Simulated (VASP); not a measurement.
# Mo in VASP: a series of runs

Runs on Mo. Level: PBEsol. Tasks: single point.

Everything below comes from runs of VASP 6.6.1. Logs are shortened: lines on timing, memory, paths and dates and some standing lists are left out, and cuts for length are marked.

## Step 1: The cell of the first run

The cell holds a slab with vacuum, 5 atoms: a = 2.710 Å, b = 2.710 Å, c = 24.851 Å, α = 90.00°, β = 90.00°, γ = 109.47°.

## Step 2: Single point, PBEsol

File INCAR:

```
PREC = Accurate ; ENCUT = 520
EDIFF = 1E-6 ; ISMEAR = -1
SIGMA = 0.08 ; LREAL = False
LASPH = True ; NELM = 100
ALGO = Normal ; ISIF = 2
LWAVE = False ; LCHARG = False
LDIPOL = True ; IDIPOL = 3
DIPOL = 0.5 0.5 0.500 ; GGA = PS
NBANDS = 43 ; EFIELD = -0.1
```

File KPOINTS:

```
regular mesh
0
Gamma
  13 13 1
```

File POSCAR:

```
Mo
1.0
    2.7101533902      0.0000000000      0.0000000000
   -0.9033844634      2.5551571203      0.0000000000
    0.0000000000      0.0000000000     24.8513000000
Mo
5
Direct
    0.0000000000      0.0000000000      0.3255912990
    0.5000000000      0.5000000000      0.4104906717
    0.0000000000      0.0000000000      0.4999999993
    0.5000000000      0.5000000000      0.5895093296
    0.0000000000      0.0000000000      0.6744087003
```

Potentials or basis: VASP PAW PBE potentials, release 64 (Mo_sv).

Started as:

```console
> cat potpaw_PBE.64/Mo_sv/POTCAR > POTCAR
> mpirun -np 1 vasp_std > vasp.out
```

OUTCAR:

```text
PREC = Accurate
   ENCUT = 520
   EDIFF = 1E-6
   ISMEAR = -1
   LREAL = False
   LASPH = True
   NELM = 100
   ISIF = 2
   GGA = PS

 ion  position               nearest neighbor table
   1  0.000  0.000  0.326-   2 2.63   2 2.63   2 3.06   2 3.06
   2  0.500  0.500  0.410-   1 2.63   1 2.63   3 2.72   3 2.72   1 3.06   1 3.06   3 3.14   3 3.14

   3  0.000  0.000  0.500-   2 2.72   2 2.72   4 2.72   4 2.72   2 3.14   2 3.14   4 3.14   4 3.14

   4  0.500  0.500  0.590-   5 2.63   5 2.63   3 2.72   3 2.72   5 3.06   5 3.06   3 3.14   3 3.14

   5  0.000  0.000  0.674-   4 2.63   4 2.63   4 3.06   4 3.06

  LATTYP: Found a base centered orthorhombic cell.
 ALAT       =     3.1294155787
 B/A-ratio  =     1.4142135624
 C/A-ratio  =     7.9411952088

  Lattice vectors:

 A1 = (   2.7101533902,   0.0000000000,   0.0000000000)
 A2 = (  -0.9033844634,   2.5551571203,   0.0000000000)
 A3 = (   0.0000000000,   0.0000000000,  24.8513000000)

Analysis of symmetry for initial positions (statically):
=====================================================================
 Subroutine PRICEL returns:
 Original cell was already a primitive cell.

 Routine SETGRP: Setting up the symmetry group for a
 base centered orthorhombic supercell.

 Subroutine GETGRP returns: Found  8 space group operations
 (whereof  8 operations were pure point group operations)
 out of a pool of  8 trial point group operations.

The static configuration has the point symmetry D_2h.

Analysis of symmetry for dynamics (positions and initial velocities):
=====================================================================
 An external electric field (EFIELD) may reduce the allowed symmetry operations
 Subroutine PRICEL returns:
 Original cell was already a primitive cell.

 Routine SETGRP: Setting up the symmetry group for a
 base centered orthorhombic supercell.

 Subroutine GETGRP returns: Found  4 space group operations
 (whereof  4 operations were pure point group operations)
 out of a pool of  8 trial point group operations.

The dynamic configuration has the point symmetry C_2v.

 Subroutine INISYM returns: Found  4 space group operations
 (whereof  4 operations are pure point group operations),
 and found     1 'primitive' translations

----------------------------------------------------------------------------------------

                                     Primitive cell

  volume of cell :     172.0920

[... 102 lines left out ...]
   POTIM  = 0.5000    time-step for ionic-motion
   TEBEG  =    0.0;   TEEND  =   0.0 temperature during run
   PSTRESS=    0.0 pullay stress
   NELECT =      70.0000    total number of electrons
   NUPDOWN=      -1.0000    fix difference up-down
   EMIN   =  10.00;   EMAX   =-10.00  energy-range for DOS
   EFERMI =   0.00;   METHOD = LEGACY
   ISMEAR =    -1;   SIGMA  =   0.08  broadening in eV -4-tet -1-fermi 0-gaus
   EFERMI_NEDOS =   21; number of points for ismear=-14 and -15
   IALGO  =     38    algorithm
   IMIX   =      4    mixing-type and parameters
     AMIX     =   0.40;   BMIX     =  1.00
     AMIX_MAG =   1.60;   BMIX_MAG =  1.00
  volume/ion in A,a.u.               =      34.42       232.27
  Fermi-wavevector in a.u.,A,eV,Ry     =   1.212981  2.292202 20.018562  1.471323
  Thomas-Fermi vector in A             =   2.348448
   LORBIT       =      0    0 simple, 1 ext, 2 COOP (PROOUT), +10 PAW based schemes
   GGA     = PS    functional components
   LHFCALC =     F    Hartree Fock is set to
   AEXX    =    0.0000 exact exchange contribution
   IVDW    =     0    specifies the selected vdW correction
   LEPSILON=     F    determine dielectric tensor
   LRPA    =     F    only Hartree local field effects (RPA)
 non-spin polarized calculation
  energy-cutoff  :      520.00
  volume of cell :      172.09
 maximum number of plane-waves:      4684
   NGX = 11   NGY = 11   NGZ = 93

 dipolmoment           0.000000      0.000000      0.092093 electrons x Angstroem

 number of electron      69.9999988 magnetization

 dipolmoment           0.000000      0.000000     -0.048617 electrons x Angstroem

 Free energy of the ion-electron system (eV)
  ---------------------------------------------------
  ext. energy  EPLUGINS =         0.00000000
  ---------------------------------------------------
  free energy    TOTEN  =       -56.25775648 eV

  energy without entropy =      -56.16847356  energy(sigma->0) =      -56.21311502

 E-fermi :   3.2107     XC(G=0):  -6.8767

 val. band max:        3.2005066807   @ k =  -0.4615   0.3077   0.0000
 cond. band min:       3.2207237541   @ k =  -0.2308   0.0769   0.0000
 fundamental gap:      0.0202170733
 Fermi energy:         3.2106506393

 k-point     1 :       0.0000    0.0000    0.0000
  band No.  band energies     occupation
      1     -58.0115      2.00000
      2     -57.9521      2.00000
      3     -57.8167      2.00000
      4     -57.6540      2.00000
      5     -57.6469      2.00000
      6     -32.6896      2.00000
[... 1093 lines left out ...]
     42       5.5352      0.00000
     43       6.0314      0.00000

 [... further k-points ...]

------------------------ aborting loop because EDIFF is reached ----------------------------------------

 vacuum level on the upper side and lower side of the slab       (xc-potential included)         0.463        -0.766

  FORCE on cell =-STRESS in cart. coord.  units (eV):
  Direction    XX          YY          ZZ          XY          YZ          ZX
  --------------------------------------------------------------------------------------
  -------------------------------------------------------------------------------------
  Total       -2.3760083     -2.3737938      0.2143746      0.0031318      0.0000000      0.0000000
  in kB      -22.1206531    -22.1000359      1.9958293      0.0291571      0.0000000      0.0000000
  external PRESSURE =     -14.0749533 kB  Pullay stress =       0.0000000 kB

 VOLUME and BASIS-vectors are now :
 -----------------------------------------------------------------------------
  energy-cutoff  :      520.00
  volume of cell :      172.09
      direct lattice vectors                 reciprocal lattice vectors
     2.710153390  0.000000000  0.000000000     0.368982805  0.130455122  0.000000000
    -0.903384463  2.555157120  0.000000000     0.000000000  0.391365365  0.000000000
     0.000000000  0.000000000 24.851300000     0.000000000  0.000000000  0.040239344

 POSITION                                       TOTAL-FORCE (eV/Angst)
 -----------------------------------------------------------------------------------
      0.00000      0.00000      8.09137        -0.000000      0.000000     -0.034837
      0.90338      1.27758     10.20123         0.000000      0.000000      0.011150
      0.00000      0.00000     12.42565        -0.000000      0.000000     -0.002771
      0.90338      1.27758     14.65007         0.000000      0.000000     -0.001567
      0.00000      0.00000     16.75993        -0.000000      0.000000      0.028025
 -----------------------------------------------------------------------------------
    total drift:                               -0.000000     -0.000000     -0.000259

  FREE ENERGIE OF THE ION-ELECTRON SYSTEM (eV)
  ---------------------------------------------------
  free  energy   TOTEN  =       -56.2577564754 eV

  energy  without entropy=      -56.1684735562  energy(sigma->0) =      -56.21311502

 vacuum level on the upper side and lower side of the slab         8.316         7.115
```

Wall time 9.5 min (1 thread of Intel Xeon Platinum 8488C (Sapphire Rapids), shared host); peak memory 0.41 GiB.

What came out:

```
Free energy            : -56.2578 eV
Largest force          : 0.035 eV/Å
Band gap on the k mesh : zero (bands 35 and 36 overlap by 2.30 eV)
```

Forces on the atoms (eV/Å):
```
Mo   0.000  0.000 -0.035
Mo   0.000  0.000  0.011
Mo   0.000  0.000 -0.003
Mo   0.000  0.000 -0.002
Mo   0.000  0.000  0.028
```

Levels at points of the mesh, in eV from the Fermi level:
```tsv
k point	band 32	band 33	band 34	band 35	band 36	band 37	band 38	band 39
(0.00, 0.00, 0.00)	-1.35	-1.31	-1.22	-0.92	-0.40	0.51	1.10	1.28
```

Caveat: the PAW data sets were made with another functional, which shifts forces and pressure a little.

## Step 3: Single point, PBEsol

File INCAR:

```
SYSTEM = Mo
PREC = Accurate ; ENCUT = 520
EDIFF = 1E-6 ; ISMEAR = -1
SIGMA = 0.08 ; LREAL = .False.
LASPH = .True. ; NELM = 60
ALGO = Normal ; ISIF = 2
LWAVE = .False. ; LCHARG = .False.
GGA = PS ; NBANDS = 43
```

File KPOINTS:

```
regular mesh
0
Gamma
  13 13 1
  0 0 0
```

POSCAR is that of step 2.

Potentials or basis: VASP PAW PBE potentials, release 64 (Mo_sv).

Started as:

```console
> cat potpaw_PBE.64/Mo_sv/POTCAR > POTCAR
> mpirun -np 1 vasp_std > vasp.out
```

Run time: 7.3 min. Hardware: 1 thread of Intel Xeon Platinum 8488C (Sapphire Rapids), shared host; peak memory 0.41 GiB.

Results (log left out):

```yaml
Free_energy: -56.2553 eV
Largest_force: 0.031 eV/Å
Band_gap_on_the_k_mesh: zero (bands 35 and 36 overlap by 2.30 eV)
```

Forces in eV/Å, atoms in the order of the input:
```
Mo   0.000  0.000 -0.031
Mo   0.000  0.000  0.006
Mo   0.000  0.000  0.000
Mo   0.000  0.000 -0.006
Mo   0.000  0.000  0.031
```

Levels at points of the mesh, in eV from the Fermi level:
| k point | band 31 | band 32 | band 33 | band 34 | band 35 | band 36 | band 37 | band 38 | band 39 | band 40 |
| --- | --- | --- | --- | --- | --- | --- | --- | --- | --- | --- |
| (0.00, 0.00, 0.00) | -1.49 | -1.35 | -1.31 | -1.22 | -0.92 | -0.40 | 0.51 | 1.10 | 1.28 | 1.31 |

Caveat: there is no dipole correction, which matters where the two faces differ; the PAW data sets were made with another functional, which shifts forces and pressure a little.

The gap in the log of VASP goes by the Fermi energy; the results here count the filled bands.